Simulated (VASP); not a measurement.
# Si6O11 (a cell with a defect) in VASP: a series of runs, part 2 of 3

VASP 6.6.1. Earlier steps stand in the parts before.

## Step 4: Single point, PBE

Contents of INCAR:

```
PREC     = Accurate       # precision mode
ENCUT    = 520            # plane-wave cutoff, eV
EDIFF    = 1E-6           # SCF threshold, eV
ISMEAR   = 0              # smearing method
SIGMA    = 0.05           # smearing width, eV
LREAL    = Auto         
LASPH    = True           # aspherical terms in the spheres
NELM     = 60             # most SCF steps
ALGO     = Normal         # electronic algorithm
ISIF     = 2              # what is computed and relaxed
LWAVE    = False          # write WAVECAR
LCHARG   = True           # write CHGCAR
GGA      = PE             # functional
LELF     = True           # ELF
LVHAR    = True         
NBANDS   = 59             # bands
NELECT   = 88.0
```

Contents of KPOINTS:

```
regular mesh
0
Gamma
  4 4 2
```

Contents of POSCAR:

```
Si6O11
1.0
   -2.5103274377      4.3480146658      0.0000000000
    0.0000000000      0.0000000000      5.5092660079
    7.5309823132      4.3480146658      0.0000000000
Si O
6 11
Direct
    0.7617495765      0.3333333333      0.2382504235
    0.2617495765      0.3333333333      0.7382504235
    0.9765008470      0.6666666667      0.5000000000
    0.4765008470      0.6666666667      0.0000000000
    0.2617495765      0.0000000000      0.2617495765
    0.7617495765      0.0000000000      0.7617495765
    0.0486521033      0.2055717715      0.2072260374
    0.5486521033      0.2055717715      0.7072260374
    0.7865130045      0.5389051049      0.3720609296
    0.2865130045      0.5389051049      0.8720609296
    0.6648348922      0.8722384382      0.9207130329
    0.2865130045      0.7944282285      0.1279390704
    0.7865130045      0.7944282285      0.6279390704
    0.6648348922      0.4610948951      0.0792869671
    0.1648348922      0.4610948951      0.5792869671
    0.5995511489      0.0886782587      0.3123427647
    0.0486521033      0.1277615618      0.7927739626
```

Launch:

```
$ cat potpaw_PBE.64/Si/POTCAR potpaw_PBE.64/O/POTCAR > POTCAR
$ mpirun -np 1 vasp_std > vasp.out
```

It took 21 min on 1 thread of AMD EPYC 7R13, shared host; peak memory 0.39 GiB.

Results (log left out):

| Property | Result |
| --- | --- |
| Free energy | -133.0685 eV |
| Largest force | 4.098 eV/Å |

Forces in eV/Å, atoms in the order of the input:
```
Si   0.050 -1.160 -0.335
Si   0.928  1.219 -0.169
Si   2.485 -0.694 -2.385
Si  -1.284 -0.075 -0.728
Si  -3.477  1.767  1.258
Si   0.936  0.340  1.046
O   -0.177  1.929 -1.024
O   -0.214 -0.169 -0.087
O    0.004  0.732  1.149
O    0.041  0.002  0.156
O    0.118 -0.032 -0.149
O    2.127  0.135  0.880
O   -1.654  0.061 -0.101
O    0.820  0.564 -0.741
O   -1.331 -0.987  1.143
O    0.960 -3.496  0.039
O   -0.331 -0.136  0.049
```

Levels at points of the mesh, in eV from the Fermi level:
| k point | band 41 | band 42 | band 43 | band 44 | band 45 | band 46 | band 47 | band 48 |
| --- | --- | --- | --- | --- | --- | --- | --- | --- |
| (0.00, 0.00, 0.00) | -0.88 | -0.59 | -0.28 | -0.04 | -0.02 | 3.75 | 6.09 | 6.45 |
| (0.50, 0.00, 0.00) | -0.73 | -0.69 | -0.19 | -0.06 | 0.07 | 3.61 | 6.33 | 6.77 |
| (0.00, 0.50, 0.00) | -0.85 | -0.44 | -0.28 | -0.05 | 0.11 | 3.57 | 6.15 | 6.87 |
| (0.50, 0.50, 0.00) | -0.87 | -0.59 | -0.54 | -0.38 | 0.14 | 3.73 | 6.65 | 6.93 |
| (0.00, 0.00, 0.50) | -0.84 | -0.62 | -0.26 | -0.07 | 0.13 | 3.65 | 6.17 | 6.51 |
| (0.50, 0.00, 0.50) | -0.71 | -0.65 | -0.18 | -0.05 | 0.00 | 3.63 | 6.35 | 6.86 |
| (0.00, 0.50, 0.50) | -0.84 | -0.51 | -0.35 | -0.03 | 0.16 | 3.56 | 6.16 | 6.89 |
| (0.50, 0.50, 0.50) | -0.80 | -0.56 | -0.54 | -0.30 | 0.06 | 3.72 | 6.76 | 6.91 |

Caveat: the k points lie up to 0.36 Å⁻¹ apart; the cell carries a net charge on a neutralising background, which shifts energy and pressure; the cell differs from its parent crystal (atoms taken out, atom 16 moved 0.000 of the way to it and +0.375 Å across, host rigid); the cell is charged against a uniform background, so pressure and absolute levels hang on convention.

## Step 5: Single point, PBE

Contents of INCAR:

```
SYSTEM = Si6O11
ALGO     = Normal         ! electronic algorithm
EDIFF    = 1E-6           ! SCF threshold, eV
ENCUT    = 520            ! plane-wave cutoff, eV
GGA      = PE             ! functional
ISIF     = 2              ! what is computed and relaxed
ISMEAR   = 0              ! smearing method
LASPH    = .True.         ! aspherical terms in the spheres
LCHARG   = .False.        ! write CHGCAR
LREAL    = Auto         
LWAVE    = .False.        ! write WAVECAR
NBANDS   = 59             ! bands
NELECT   = 88.0         
NELM     = 100            ! most SCF steps
PREC     = Accurate       ! precision mode
SIGMA    = 0.05           ! smearing width, eV
```

Contents of KPOINTS:

```
k-points
0
Gamma
  4 4 2
  0 0 0
```

POSCAR: that of step 4 with these lines changed.

```diff
@@ -23,3 +23,3 @@
     0.1648348922      0.4610948951      0.5792869671
-    0.5995511489      0.0886782587      0.3123427647
+    0.5035968462      0.0247974778      0.3443275323
     0.0486521033      0.1277615618      0.7927739626
```

Potentials or basis: VASP PAW PBE potentials, release 64 (Si, O).

Launch:

```
$ cat potpaw_PBE.64/Si/POTCAR potpaw_PBE.64/O/POTCAR > POTCAR
$ mpirun -np 1 vasp_std > vasp.out
```

OUTCAR:

```text
SYSTEM = Si6O11
   EDIFF = 1E-6
   ENCUT = 520
   GGA = PE
   ISIF = 2
   ISMEAR = 0
   LASPH = .True.
   LREAL = Auto
   NELECT = 88.0
   NELM = 100
   PREC = Accurate

 ion  position               nearest neighbor table
   1  0.762  0.333  0.238-  14 1.63   7 1.63   9 1.63  16 2.33   5 3.12   5 3.12   3 3.12   4 3.12

   2  0.262  0.333  0.738-  15 1.63   8 1.63  17 1.63  10 1.63   6 3.12   6 3.12   4 3.12   3 3.12

   3  0.977  0.667  0.500-  13 1.63   9 1.63  15 1.63   5 3.12   6 3.12   1 3.12   2 3.12
   4  0.477  0.667  0.000-  12 1.63  10 1.63  11 1.63  14 1.63   6 3.12   5 3.12   2 3.12   1 3.12

   5  0.262  0.000  0.262-  16 1.42  12 1.63   7 1.63   3 3.12   4 3.12   1 3.12   1 3.12
   6  0.762  0.000  0.762-  11 1.63  17 1.63  13 1.63   8 1.63   4 3.12   3 3.12   2 3.12   2 3.12

   7  0.049  0.206  0.207-   1 1.63   5 1.63
   8  0.549  0.206  0.707-   2 1.63   6 1.63
   9  0.787  0.539  0.372-   3 1.63   1 1.63
  10  0.287  0.539  0.872-   4 1.63   2 1.63
  11  0.665  0.872  0.921-   6 1.63   4 1.63
  12  0.287  0.794  0.128-   4 1.63   5 1.63
  13  0.787  0.794  0.628-   3 1.63   6 1.63
  14  0.665  0.461  0.079-   1 1.63   4 1.63
  15  0.165  0.461  0.579-   2 1.63   3 1.63
  16  0.504  0.025  0.344-   5 1.42   1 2.33
  17  0.049  0.128  0.793-   6 1.63   2 1.63

  LATTYP: Found a simple orthorhombic cell.
 ALAT       =     5.0206548755
 B/A-ratio  =     1.0973201992
 C/A-ratio  =     1.7320508076

  Lattice vectors:

 A1 = (  -2.5103274377,   4.3480146658,   0.0000000000)
 A2 = (   0.0000000000,   0.0000000000,   5.5092660079)
 A3 = (   7.5309823132,   4.3480146658,   0.0000000000)

Analysis of symmetry for initial positions (statically):
=====================================================================
 Subroutine PRICEL returns:
 Original cell was already a primitive cell.

 Routine SETGRP: Setting up the symmetry group for a
 simple orthorhombic supercell.

 Subroutine GETGRP returns: Found  1 space group operations
 (whereof  1 operations were pure point group operations)
 out of a pool of  8 trial point group operations.

The static configuration has the point symmetry C_1 .

Analysis of symmetry for dynamics (positions and initial velocities):
=====================================================================
 Subroutine PRICEL returns:
 Original cell was already a primitive cell.

 Routine SETGRP: Setting up the symmetry group for a
 simple orthorhombic supercell.

 Subroutine GETGRP returns: Found  1 space group operations
 (whereof  1 operations were pure point group operations)
 out of a pool of  8 trial point group operations.

The dynamic configuration has the point symmetry C_1 .

 Subroutine INISYM returns: Found  1 space group operations
 (whereof  1 operations are pure point group operations),
 and found     1 'primitive' translations

----------------------------------------------------------------------------------------

                                     Primitive cell

  volume of cell :     240.5332

  direct lattice vectors                    reciprocal lattice vectors
    -2.510327438  4.348014666  0.000000000    -0.099588602  0.172492518  0.000000000
     0.000000000  0.000000000  5.509266008     0.000000000  0.000000000  0.181512383
     7.530982313  4.348014666  0.000000000     0.099588602  0.057497506  0.000000000

  length of vectors
[... 87 lines left out ...]
  0.250000  0.500000  0.500000      2.000000
  0.500000  0.500000  0.500000      1.000000
   k-points           NKPTS =     20   k-points in BZ     NKDIM =     20   number of bands    NBANDS=     59
   number of dos      NEDOS =    301   number of ions     NIONS =     17
   total plane-waves  NPLWV = 117600
   dimension x,y,z NGX =    40 NGY =   42 NGZ =   70
   dimension x,y,z NGXF=    80 NGYF=   84 NGZF=  140
   ions per type =               6  11
   NGX,Y,Z   is equivalent  to a cutoff of  13.24, 12.67, 13.38 a.u.
   NGXF,Y,Z  is equivalent  to a cutoff of  26.49, 25.35, 26.76 a.u.
 SYSTEM =  Si6O11
   PREC   = accura    normal or accurate (medium, high low for compatibility)
   ISTART =      0    job   : 0-new  1-cont  2-samecut
   ICHARG =      2    charge: 1-file 2-atom 10-const
   ISPIN  =      1    spin polarized calculation?
   LNONCOLLINEAR =      F non collinear calculations
   LSORBIT =      F    spin-orbit coupling
   LASPH  =      T    aspherical Exc in radial PAW
   ENCUT  =  520.0 eV  38.22 Ry    6.18 a.u.   9.34 10.24 16.17*2*pi/ulx,y,z
   NELM   =    100;   NELMIN=  2; NELMDL= -5     # of ELM steps
   EDIFF  = 0.1E-05   stopping-criterion for ELM
   LREAL  =      T    real-space projection
   EDIFFG = 0.1E-04   stopping-criterion for IOM
   NSW    =      0    number of steps for IOM
   IBRION =     -1    ionic relax: 0-MD 1-quasi-New 2-CG
   NFREE  =      0    steps in history (QN), initial steepest desc. (CG)
   ISIF   =      2    stress and relaxation
   ISYM   =      2    0-nonsym 1-usesym 2-fastsym
   POTIM  = 0.5000    time-step for ionic-motion
   TEBEG  =    0.0;   TEEND  =   0.0 temperature during run
   PSTRESS=    0.0 pullay stress
   NELECT =      88.0000    total number of electrons
   NUPDOWN=      -1.0000    fix difference up-down
   EMIN   =  10.00;   EMAX   =-10.00  energy-range for DOS
   EFERMI =   0.00;   METHOD = LEGACY
   ISMEAR =     0;   SIGMA  =   0.05  broadening in eV -4-tet -1-fermi 0-gaus
   EFERMI_NEDOS =   21; number of points for ismear=-14 and -15
   IALGO  =     38    algorithm
   IMIX   =      4    mixing-type and parameters
     AMIX     =   0.40;   BMIX     =  1.00
     AMIX_MAG =   1.60;   BMIX_MAG =  1.00
  volume/ion in A,a.u.               =      14.15        95.48
  Fermi-wavevector in a.u.,A,eV,Ry     =   1.170875  2.212634 18.652897  1.370949
  Thomas-Fermi vector in A             =   2.307327
   LORBIT       =      0    0 simple, 1 ext, 2 COOP (PROOUT), +10 PAW based schemes
   GGA     = PE    functional components
   LHFCALC =     F    Hartree Fock is set to
   AEXX    =    0.0000 exact exchange contribution
   IVDW    =     0    specifies the selected vdW correction
   LEPSILON=     F    determine dielectric tensor
   LRPA    =     F    only Hartree local field effects (RPA)
 non-spin polarized calculation
 Gauss-broadening in eV      SIGMA  =   0.05
  energy-cutoff  :      520.00
  volume of cell :      240.53
 maximum number of plane-waves:      6512
 NGX is ok and might be reduce to    40
   NGX = 19   NGY = 21   NGZ = 33

 number of electron      87.9999993 magnetization

 Free energy of the ion-electron system (eV)
  ---------------------------------------------------
  ext. energy  EPLUGINS =         0.00000000
  ---------------------------------------------------
  free energy    TOTEN  =      -131.24365142 eV

  energy without entropy =     -131.23814918  energy(sigma->0) =     -131.24090030

 E-fermi :   0.9058     XC(G=0):  -8.5936

 val. band max:        0.8780778902   @ k =   0.0000   0.2500   0.5000
 cond. band min:       0.9570905475   @ k =   0.2500  -0.2500   0.0000
 fundamental gap:      0.0790126573
 Fermi energy:         0.9058097142

 k-point     1 :       0.0000    0.0000    0.0000
  band No.  band energies     occupation
      1     -19.1346      2.00000
      2     -18.5502      2.00000
      3     -18.1406      2.00000
      4     -17.8656      2.00000
      5     -17.7515      2.00000
      6     -17.5251      2.00000
[... 1169 lines left out ...]
     55      10.2836      0.00000
     56      10.3999      0.00000
 [bands above 56 left out]

------------------------ aborting loop because EDIFF is reached ----------------------------------------

  FORCE on cell =-STRESS in cart. coord.  units (eV):
  Direction    XX          YY          ZZ          XY          YZ          ZX
  --------------------------------------------------------------------------------------
  -------------------------------------------------------------------------------------
  Total      -21.4322849     -1.8668215    -19.4090436      1.9015739      1.2931699      5.1955961
  in kB     -142.7591484    -12.4347849   -129.2824610     12.6662684      8.6137259     34.6075499
  external PRESSURE =     -94.8254648 kB  Pullay stress =       0.0000000 kB

 VOLUME and BASIS-vectors are now :
 -----------------------------------------------------------------------------
  energy-cutoff  :      520.00
  volume of cell :      240.53
      direct lattice vectors                 reciprocal lattice vectors
    -2.510327438  4.348014666  0.000000000    -0.099588602  0.172492518  0.000000000
     0.000000000  0.000000000  5.509266008     0.000000000  0.000000000  0.181512383
     7.530982313  4.348014666  0.000000000     0.099588602  0.057497506  0.000000000

 POSITION                                       TOTAL-FORCE (eV/Angst)
 -----------------------------------------------------------------------------------
     -0.11798      4.34801      1.83642        -0.599268     -0.312079      0.618070
      4.90267      4.34801      1.83642         1.060761      1.497714     -0.306172
      1.31415      6.41985      3.67284         3.322921     -0.158417     -2.737975
     -1.19617      2.07183      3.67284        -1.110001     -1.226193      0.078890
      1.31415      2.27618      0.00000        -3.148202    -10.628463     -1.492245
      3.82448      6.62420      0.00000         1.105795      0.373209      1.325659
[... 9 lines left out ...]
      1.32893      3.68679      0.13662        -0.656459     11.000933      3.615247
      5.84823      3.65853      0.70387        -0.365055     -0.210319      0.054509
 -----------------------------------------------------------------------------------
    total drift:                                0.004811     -0.007714     -0.000955

  FREE ENERGIE OF THE ION-ELECTRON SYSTEM (eV)
  ---------------------------------------------------
  free  energy   TOTEN  =      -131.2436514249 eV

  energy  without entropy=     -131.2381491835  energy(sigma->0) =     -131.24090030
```

Run time: 17 min. Hardware: 1 thread of AMD EPYC 7R13, shared host; peak memory 0.39 GiB.

Results:

```yaml
Free_energy: -131.2437 eV
Largest_force: 11.598 eV/Å
```

Forces on the atoms (eV/Å):
```
Si   -0.599  -0.312   0.618
Si    1.061   1.498  -0.306
Si    3.323  -0.158  -2.738
Si   -1.110  -1.226   0.079
Si   -3.148 -10.628  -1.492
Si    1.106   0.373   1.326
O     1.087   0.141  -0.938
O    -0.247  -0.113  -0.090
O    -0.193   0.058   0.247
O     0.046   0.115   0.078
O     0.213   0.104  -0.304
O     1.629  -0.494   0.525
O    -1.982   0.004  -0.278
O     1.353   1.174  -1.729
O    -1.516  -1.326   1.334
O    -0.656  11.001   3.615
O    -0.365  -0.210   0.055
```

Caveat: the k points lie up to 0.36 Å⁻¹ apart; the cell carries a net charge on a neutralising background, which shifts energy and pressure; the cell differs from its parent crystal (atoms taken out, atom 16 moved 0.250 of the way to it and +0.375 Å across, host rigid); the cell is charged against a uniform background, so pressure and absolute levels hang on convention.

(Continued in part 3 of 3.)
